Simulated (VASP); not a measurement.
# Ti (Fm-3m) in VASP: a series of runs

Ti is run at these levels: r2SCAN; tasks: single point, relaxation of cell and atoms.

Program: VASP 6.6.1. These are calculated values, not measurements. Logs are shortened: lines on timing, memory, paths and dates and some standing lists are left out, and cuts for length are marked.

### Step 1. The cell of the first run

The structure is cubic, space group Fm-3m (No. 225). The conventional cell has a = 4.113 Å, b = 4.113 Å, c = 4.113 Å, α = 90.00°, β = 90.00°, γ = 90.00°. Within 3.8 Å of Ti (site symmetry m-3m) lie 12 Ti at 2.91 Å.

This isn't the form of Ti at room conditions, which is hcp.

### Step 2. Single point, r2SCAN

POSCAR reads:

```
Ti
1.0
    0.0000000000      2.0565374394      2.0565374394
    2.0565374394      0.0000000000      2.0565374394
    2.0565374394      2.0565374394      0.0000000000
Ti
1
Direct
    0.0000000000      0.0000000000      0.0000000000
```

INCAR.step1 reads:

```
PREC = Accurate
ENCUT = 550
ISMEAR = -1
SIGMA = 0.1
LREAL = False
LASPH = True
NELM = 120
NBANDS = 12
GGA = PE
ALGO = Normal
EDIFF = 1E-5
LWAVE = True
LCHARG = False
GGA_COMPAT = False
```

INCAR.step2 reads:

```
PREC = Accurate
ENCUT = 550
EDIFF = 1E-6
ISMEAR = -1
SIGMA = 0.1
LREAL = False
LASPH = True
NELM = 120
ALGO = Normal
ISIF = 2
LWAVE = False
LCHARG = True
METAGGA = R2SCAN
LMIXTAU = True
LELF = True
LVHAR = True
NBANDS = 12
ISTART = 1
GGA_COMPAT = False
```

KPOINTS reads:

```
Automatic mesh
0
Gamma
  19 19 19
```

Potentials or basis: VASP PAW PBE potentials, release 64 (Ti_sv).

Started as:

```
$ cat potpaw_PBE.64/Ti_sv/POTCAR > POTCAR
$ cp INCAR.step1 INCAR
$ mpirun -np 1 vasp_std > vasp.out
$ cp INCAR.step2 INCAR
$ mpirun -np 1 vasp_std > vasp.out
```

OUTCAR:

```text
PREC = Accurate
   ENCUT = 550
   EDIFF = 1E-6
   ISMEAR = -1
   LREAL = False
   LASPH = True
   NELM = 120
   ISIF = 2
   METAGGA = R2SCAN
   ISTART = 1

 ion  position               nearest neighbor table
   1  0.000  0.000  0.000-

  LATTYP: Found a face centered cubic cell.
 ALAT       =     4.1130748788

  Lattice vectors:

 A1 = (   0.0000000000,   2.0565374394,   2.0565374394)
 A2 = (   2.0565374394,   0.0000000000,   2.0565374394)
 A3 = (   2.0565374394,   2.0565374394,   0.0000000000)

Analysis of symmetry for initial positions (statically):
=====================================================================
 Subroutine PRICEL returns:
 Original cell was already a primitive cell.

 Routine SETGRP: Setting up the symmetry group for a
 face centered cubic supercell.

 Subroutine GETGRP returns: Found 48 space group operations
 (whereof 48 operations were pure point group operations)
 out of a pool of 48 trial point group operations.

The static configuration has the point symmetry O_h .

Analysis of symmetry for dynamics (positions and initial velocities):
=====================================================================
 Subroutine PRICEL returns:
 Original cell was already a primitive cell.

 Routine SETGRP: Setting up the symmetry group for a
 face centered cubic supercell.

 Subroutine GETGRP returns: Found 48 space group operations
 (whereof 48 operations were pure point group operations)
 out of a pool of 48 trial point group operations.

The dynamic configuration has the point symmetry O_h .

 Subroutine INISYM returns: Found 48 space group operations
 (whereof 48 operations are pure point group operations),
 and found     1 'primitive' translations

----------------------------------------------------------------------------------------

                                     Primitive cell

  volume of cell :      17.3956

  direct lattice vectors                    reciprocal lattice vectors
     0.000000000  2.056537439  2.056537439    -0.243127108  0.243127108  0.243127108
     2.056537439  0.000000000  2.056537439     0.243127108 -0.243127108  0.243127108
     2.056537439  2.056537439  0.000000000     0.243127108  0.243127108 -0.243127108

  length of vectors
     2.908383138  2.908383138  2.908383138     0.421108504  0.421108504  0.421108504

  position of ions in fractional coordinates (direct lattice)
     0.000000000  0.000000000  0.000000000

  ion indices of the primitive-cell ions
   primitive index   ion index
                 1           1

----------------------------------------------------------------------------------------

 KPOINTS: Automatic mesh

Automatic generation of k-mesh.
 Grid dimensions read from file:
 generate k-points for:   19   19   19

 Generating k-lattice:

  Cartesian coordinates                     Fractional coordinates (reciprocal lattice)
    -0.012796164  0.012796164  0.012796164     0.052631579  0.000000000  0.000000000
     0.012796164 -0.012796164  0.012796164     0.000000000  0.052631579  0.000000000
     0.012796164  0.012796164 -0.012796164     0.000000000  0.000000000  0.052631579

  Length of vectors
     0.022163605  0.022163605  0.022163605

  Shift w.r.t. Gamma in fractional coordinates (k-lattice)
     0.000000000  0.000000000  0.000000000

 Subroutine IBZKPT returns following result:
 ===========================================

 Found    220 irreducible k-points:

 Following reciprocal coordinates:
            Coordinates               Weight
  0.000000  0.000000  0.000000      1.000000
  0.052632  0.000000  0.000000      8.000000
  0.105263  0.000000  0.000000      8.000000
  0.157895  0.000000  0.000000      8.000000
  0.210526  0.000000  0.000000      8.000000
  0.263158  0.000000  0.000000      8.000000
[... 16 lines left out ...]
 -0.315789  0.052632  0.000000     24.000000
 -0.263158  0.052632  0.000000     24.000000
 [... further k-points ...]
   k-points           NKPTS =    220   k-points in BZ     NKDIM =    220   number of bands    NBANDS=     12
   number of dos      NEDOS =    301   number of ions     NIONS =      1
   total plane-waves  NPLWV =  13824
   dimension x,y,z NGX =    24 NGY =   24 NGZ =   24
   dimension x,y,z NGXF=    48 NGYF=   48 NGZF=   48
   ions per type =               1
   NGX,Y,Z   is equivalent  to a cutoff of  13.72, 13.72, 13.72 a.u.
   NGXF,Y,Z  is equivalent  to a cutoff of  27.44, 27.44, 27.44 a.u.
 SYSTEM =  unknown system
   PREC   = accura    normal or accurate (medium, high low for compatibility)
   ISTART =      1    job   : 0-new  1-cont  2-samecut
   ICHARG =      0    charge: 1-file 2-atom 10-const
   ISPIN  =      1    spin polarized calculation?
   LNONCOLLINEAR =      F non collinear calculations
   LSORBIT =      F    spin-orbit coupling
   LASPH  =      T    aspherical Exc in radial PAW
   ENCUT  =  550.0 eV  40.42 Ry    6.36 a.u.   5.56  5.56  5.56*2*pi/ulx,y,z
   NELM   =    120;   NELMIN=  2; NELMDL=  0     # of ELM steps
   EDIFF  = 0.1E-05   stopping-criterion for ELM
   LREAL  =      F    real-space projection
   EDIFFG = 0.1E-04   stopping-criterion for IOM
   NSW    =      0    number of steps for IOM
   IBRION =     -1    ionic relax: 0-MD 1-quasi-New 2-CG
   NFREE  =      0    steps in history (QN), initial steepest desc. (CG)
   ISIF   =      2    stress and relaxation
   ISYM   =      2    0-nonsym 1-usesym 2-fastsym
   POTIM  = 0.5000    time-step for ionic-motion
   TEBEG  =    0.0;   TEEND  =   0.0 temperature during run
   PSTRESS=    0.0 pullay stress
   NELECT =      12.0000    total number of electrons
   NUPDOWN=      -1.0000    fix difference up-down
   EMIN   =  10.00;   EMAX   =-10.00  energy-range for DOS
   EFERMI =   0.00;   METHOD = LEGACY
   ISMEAR =    -1;   SIGMA  =   0.10  broadening in eV -4-tet -1-fermi 0-gaus
   EFERMI_NEDOS =   21; number of points for ismear=-14 and -15
   IALGO  =     38    algorithm
   IMIX   =      4    mixing-type and parameters
     AMIX     =   0.40;   BMIX     =  1.00
     AMIX_MAG =   1.60;   BMIX_MAG =  1.00
  volume/ion in A,a.u.               =      17.40       117.39
  Fermi-wavevector in a.u.,A,eV,Ry     =   1.446512  2.733511 28.468779  2.092396
  Thomas-Fermi vector in A             =   2.564572
   LORBIT       =      0    0 simple, 1 ext, 2 COOP (PROOUT), +10 PAW based schemes
   METAGGA = R2SCAN    functional components
   LHFCALC =     F    Hartree Fock is set to
   AEXX    =    0.0000 exact exchange contribution
   IVDW    =     0    specifies the selected vdW correction
   LEPSILON=     F    determine dielectric tensor
   LRPA    =     F    only Hartree local field effects (RPA)
 non-spin polarized calculation
  energy-cutoff  :      550.00
  volume of cell :       17.40
 maximum number of plane-waves:       532
   NGX = 11   NGY = 11   NGZ = 11

 number of electron      12.0000002 magnetization

 Free energy of the ion-electron system (eV)
  ---------------------------------------------------
  ext. energy  EPLUGINS =         0.00000000
  ---------------------------------------------------
  free energy    TOTEN  =       -12.90542005 eV

  energy without entropy =      -12.85399113  energy(sigma->0) =      -12.87970559

 E-fermi :   8.2180     XC(G=0): -12.4039

 val. band max:        8.2176544261   @ k =   0.3684   0.0000   0.0000
 cond. band min:       8.2304896857   @ k =   0.2105   0.1579   0.0000
 fundamental gap:      0.0128352596
 Fermi energy:         8.2180246398

 k-point     1 :       0.0000    0.0000    0.0000
  band No.  band energies     occupation
      1     -50.8291      2.00000
      2     -25.6342      2.00000
      3     -25.6342      2.00000
      4     -25.6342      2.00000
      5       1.7470      2.00000
      6       9.2182      0.00009
      7       9.2182      0.00009
      8       9.2182      0.00009
      9      11.0193      0.00000
     10      11.0193      0.00000
     11      23.9888      0.00000
     12      28.8697      0.00000

 k-point     2 :       0.0526    0.0000    0.0000
  band No.  band energies     occupation
      1     -50.8257      2.00000
      2     -25.6537      2.00000
      3     -25.6366      2.00000
      4     -25.6366      2.00000
      5       1.8403      2.00000
      6       9.1567      0.00017
      7       9.2521      0.00006
      8       9.2521      0.00006
      9      10.9963      0.00000
     10      10.9963      0.00000
     11      24.0654      0.00000
     12      28.0558      0.00000

 k-point     3 :       0.1053    0.0000    0.0000
  band No.  band energies     occupation
      1     -50.8158      2.00000
      2     -25.7099      2.00000
      3     -25.6436      2.00000
      4     -25.6436      2.00000
      5       2.1146      2.00000
      6       8.9867      0.00092
      7       9.3426      0.00003
      8       9.3426      0.00003
      9      10.9416      0.00000
     10      10.9416      0.00000
     11      24.2095      0.00000
     12      26.5787      0.00000
[... 286 lines left out ...]
 k-point    23 :      -0.3158    0.0526    0.0000
  band No.  band energies     occupation
      1     -50.7316      2.00000
      2     -26.1567      2.00000
      3     -25.7212      2.00000
      4     -25.6947      2.00000
      5       4.7071      2.00000
      6       8.1150      1.47387
      7       9.3062      0.00004
      8       9.4153      0.00001
      9      11.2710      0.00000
     10      11.7242      0.00000
     11      19.4002      0.00000
     12      24.0757      0.00000

 k-point    24 :      -0.2632    0.0526    0.0000
  band No.  band energies     occupation
      1     -50.7512      2.00000
      2     -26.0536      2.00000
      3     -25.7081      2.00000
      4     -25.6800      2.00000
      5       4.0734      2.00000
      6       8.1809      1.18344
      7       9.4192      0.00001
      8       9.5267      0.00000
      9      10.9640      0.00000
     10      11.4441      0.00000
     11      20.8261      0.00000
     12      24.4940      0.00000

 [... further k-points ...]

------------------------ aborting loop because EDIFF is reached ----------------------------------------

  FORCE on cell =-STRESS in cart. coord.  units (eV):
  Direction    XX          YY          ZZ          XY          YZ          ZX
  --------------------------------------------------------------------------------------
  -------------------------------------------------------------------------------------
  Total        0.0436485      0.0436485      0.0436485     -0.0000000     -0.0000000     -0.0000000
  in kB        4.0201325      4.0201325      4.0201325     -0.0000000     -0.0000000     -0.0000000
  external PRESSURE =       4.0201325 kB  Pullay stress =       0.0000000 kB

 VOLUME and BASIS-vectors are now :
 -----------------------------------------------------------------------------
  energy-cutoff  :      550.00
  volume of cell :       17.40
      direct lattice vectors                 reciprocal lattice vectors
     0.000000000  2.056537439  2.056537439    -0.243127108  0.243127108  0.243127108
     2.056537439  0.000000000  2.056537439     0.243127108 -0.243127108  0.243127108
     2.056537439  2.056537439  0.000000000     0.243127108  0.243127108 -0.243127108

 POSITION                                       TOTAL-FORCE (eV/Angst)
 -----------------------------------------------------------------------------------
      0.00000      0.00000      0.00000         0.000000      0.000000     -0.000000
 -----------------------------------------------------------------------------------
    total drift:                               -0.000000     -0.000000     -0.000000

  FREE ENERGIE OF THE ION-ELECTRON SYSTEM (eV)
  ---------------------------------------------------
  free  energy   TOTEN  =       -12.9054200546 eV

  energy  without entropy=      -12.8539911269  energy(sigma->0) =      -12.87970559
```

Wall time 3.3 min (1 thread of AMD EPYC 7R13 (Zen 3), shared host); peak memory 0.15 GiB.

What came out:

```
Free energy            : -12.9054 eV
Pressure               : 0.4 GPa
Band gap on the k mesh : zero (bands 6 and 7 overlap by 1.34 eV)
```

Levels at points of the mesh, in eV from the Fermi level:
| k point | band 3 | band 4 | band 5 | band 6 | band 7 | band 8 | band 9 | band 10 |
| --- | --- | --- | --- | --- | --- | --- | --- | --- |
| (0.00, 0.00, 0.00) | -33.85 | -33.85 | -6.47 | 1.00 | 1.00 | 1.00 | 2.80 | 2.80 |

Caveat: the PAW data sets were made with another functional, which shifts forces and pressure a little.

(Continued in part 2 of 2.)
